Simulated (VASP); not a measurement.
Here is a VASP 6.6.1 calculation.

INCAR

```
SYSTEM = TiN
PREC     = Accurate       ! precision mode
ENCUT    = 520            ! plane-wave cutoff, eV
EDIFF    = 1E-6           ! SCF threshold, eV
ISMEAR   = 0              ! smearing method
SIGMA    = 0.15           ! smearing width, eV
LREAL    = .FALSE.        ! projectors in reciprocal space
LASPH    = .TRUE.         ! aspherical terms in the spheres
NELM     = 150            ! most SCF steps
ALGO     = Normal         ! electronic algorithm
ISIF     = 2              ! what is computed and relaxed
LWAVE    = .FALSE.        ! write WAVECAR
LCHARG   = .FALSE.        ! write CHGCAR
ISPIN    = 2              ! spin polarisation
MAGMOM   = 0.75 0         ! initial moments
LORBIT   = 11             ! projections on sites
NUPDOWN  = 0.75           ! fixed moment
LMAXMIX  = 4              ! l up to which the mixer works
GGA      = PS             ! functional
NBANDS   = 20             ! bands
```

File KPOINTS:

```
regular mesh
0
G
  20 20 20
  0 0 0
```

POSCAR

```
TiN
1.0
    0.0000000000      2.0142318208      2.0142318208
    2.0142318208      0.0000000000      2.0142318208
    2.0142318208      2.0142318208      0.0000000000
Ti N
1 1
Direct
    0.0000000000      0.0000000000      0.0000000000
    0.5000000000      0.5000000000      0.5000000000
```

Potentials or basis: VASP PAW PBE potentials, release 64 (Ti_sv, N).

Launch:

```sh
$ cat potpaw_PBE.64/Ti_sv/POTCAR potpaw_PBE.64/N/POTCAR > POTCAR
$ mpirun -np 1 vasp_std > vasp.out
```

(1) What does it give for the pressure?

Results:

(1) 56.5 GPa.

Caveat: the cell stands under pressure; the PAW data sets were made with another functional, which shifts forces and pressure a little; the total moment is fixed, so each spin has its own Fermi level.
